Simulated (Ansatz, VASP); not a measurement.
## In: VASP beside Ansatz

File POSCAR:

```
In
1.0
    3.3354847820      0.0000000000      0.0000000000
   -1.6677423910      2.8886145552      0.0000000000
    0.0000000000      0.0000000000      5.5091429200
In
2
Direct
    0.6666666667      0.3333333333      0.7500000000
    0.3333333333      0.6666666667      0.2500000000
```

Contents of INCAR.step1:

```
PREC = Accurate
ENCUT = 520
EDIFF = 1E-5
ISMEAR = -1
SIGMA = 0.05
LREAL = F
LASPH = T
NELM = 60
ALGO = Normal
ISIF = 2
LWAVE = T
LCHARG = F
NBANDS = 20
GGA = PE
```

File INCAR.step2:

```
PREC = Accurate
ENCUT = 520
EDIFF = 1E-7
ISMEAR = -1
SIGMA = 0.05
LREAL = F
LASPH = T
NELM = 60
ALGO = Normal
ISIF = 2
LWAVE = F
LCHARG = F
GGA = PE
LHFCALC = T
AEXX = 0.25
PRECFOCK = Normal
NBANDS = 20
ISTART = 1
```

File KPOINTS:

```
regular mesh
0
Gamma
  5 5 3
```

Contents of input.yaml:

```yaml
crystal:
  lattice:
    - [3.335484782, 0.0, 0.0]
    - [-1.667742391, 2.8886145552, 0.0]
    - [0.0, 0.0, 5.50914292]
  atoms:
    - { symbol: In, position: [0.6666666667, 0.3333333333, 0.75] }
    - { symbol: In, position: [0.3333333333, 0.6666666667, 0.25] }
hamiltonian:
  xc: pbe0
  pseudopotentials: { kind: paw }
kpoints:
  mp_grid: { grid: [5, 5, 3] }
scf:
  occupations: { method: fermi_dirac, width: 0.05 }
  n_extra_bands: 6
output:
  forces: true
  stress: true
  eigenvalues: true
  dos: { projected: true, de: 0.05 }
```

Alike in both runs: functional PBE0; k mesh 5 × 5 × 3; occupations fermi-dirac, width 0.05 eV; no spin polarisation.

|  | VASP | Ansatz |
| --- | --- | --- |
| version | VASP 6.6.1 | Ansatz 0.2.0 |
| potentials or method | VASP PAW PBE potentials, release 64 (In_d) | Ansatz PAW |
| plane-wave cutoff (eV) | 520 | 420 |
| valence electrons in the cell | 26 | 26 |
| task | single point | projected density of states |

```tsv
	VASP	Ansatz	Ansatz less VASP
gap on the k mesh at the Fermi level (eV)	none	none	-
pressure (GPa)	-0.1	0.0	+0.14
traceless stress, the component that is largest in VASP (GPa)	0.37	0.42	+0.049
```

A gap of «none» marks a metal or a gap that the smearing closes. The functional is the same, so the differences come from potentials, cutoffs and numerics.

The k mesh is coarse, so the values compare programs but aren't converged.
